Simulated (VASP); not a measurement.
AlNi, 2 atoms in the cell. The typed cell holds 2 atoms: a = 2.769 Å, b = 2.769 Å, c = 2.779 Å, α = 90.00°, β = 90.00°, γ = 90.00°. 

| Item | Value |
| --- | --- |
| Program | VASP 6.6.1 |
| Task | single point |
| Functional | PBE |
| Potentials or basis | VASP PAW PBE potentials, release 64 (Al, Ni) |
| Cutoff | 520 eV |
| k mesh | 16 × 16 × 14 |
| Occupations | gaussian, width 0.1 eV |
| Spin | no spin polarisation |
| Dipole correction | no |
| Further INCAR settings | ALGO = Fast; EDIFF = 1e-06; NBANDS = 14 |

Potentials or basis: VASP PAW PBE potentials, release 64 (Al, Ni).

Command:

```console
$ cat potpaw_PBE.64/Al/POTCAR potpaw_PBE.64/Ni/POTCAR > POTCAR
$ mpirun -np 1 vasp_std > vasp.out
```

Hardware: 1 thread of Intel Xeon 8259CL, on a shared host.

Problem. Estimate the wall time of this run.

Solution. Run time: 3.4 min on 1 thread of Intel Xeon 8259CL, on a shared host, peak memory 0.23 GiB. Counts: scf iterations 15, k points 360.
